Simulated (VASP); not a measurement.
A run of VASP 6.6.1 is set up as follows.

INCAR

```
ALGO     = Normal         # electronic algorithm
EDIFF    = 1E-6           # SCF threshold, eV
ENCUT    = 520            # plane-wave cutoff, eV
GGA      = PE             # functional
ISIF     = 2              # what is computed and relaxed
ISMEAR   = 0              # smearing method
LASPH    = T              # aspherical terms in the spheres
LCHARG   = F              # write CHGCAR
LREAL    = F              # projectors in reciprocal space
LWAVE    = F              # write WAVECAR
NBANDS   = 22             # bands
NELM     = 80             # most SCF steps
PREC     = Accurate       # precision mode
SIGMA    = 0.1            # smearing width, eV
```

File KPOINTS:

```
k-points
0
Gamma
  4 4 4
```

POSCAR

```
TaAl5
1.0
    4.5485397800      0.0000000000      0.0000000000
    0.0000000000      4.5485397800      0.0000000000
    0.0000000000      0.0000000000      5.2514212700
Ta Al
1 5
Direct
    0.0000000000      0.0000000000      0.5000000000
    0.7009663800      0.7009663800      0.5000000000
    0.2990336200      0.2990336200      0.5000000000
    0.2990336200      0.7009663800      0.5000000000
    0.7009663800      0.2990336200      0.5000000000
    0.0000000000      0.0000000000      0.0000000000
```

Potentials or basis: VASP PAW PBE potentials, release 64 (Ta_pv, Al).

The run is started by

```bash
$ cat potpaw_PBE.64/Ta_pv/POTCAR potpaw_PBE.64/Al/POTCAR > POTCAR
$ mpirun -np 1 vasp_std > vasp.out
```

Problem. Predict the largest force.

Solution. 5.739 eV/Å.

Problem. Estimate the band gap on the k mesh.

Solution. Zero (band 13 reaches 6.38 eV, above the bottom of band 14 at 4.86 eV).

Stress tensor (GPa, compression positive):
```
150.53   0.00   0.00
  0.00 150.53   0.00
  0.00   0.00  -5.01
```

Caveat: spin-orbit coupling is left out, which moves the levels of the heavy elements; forces of over 1 eV/Å act on the atoms, so gaps and moduli don't describe the material at rest.
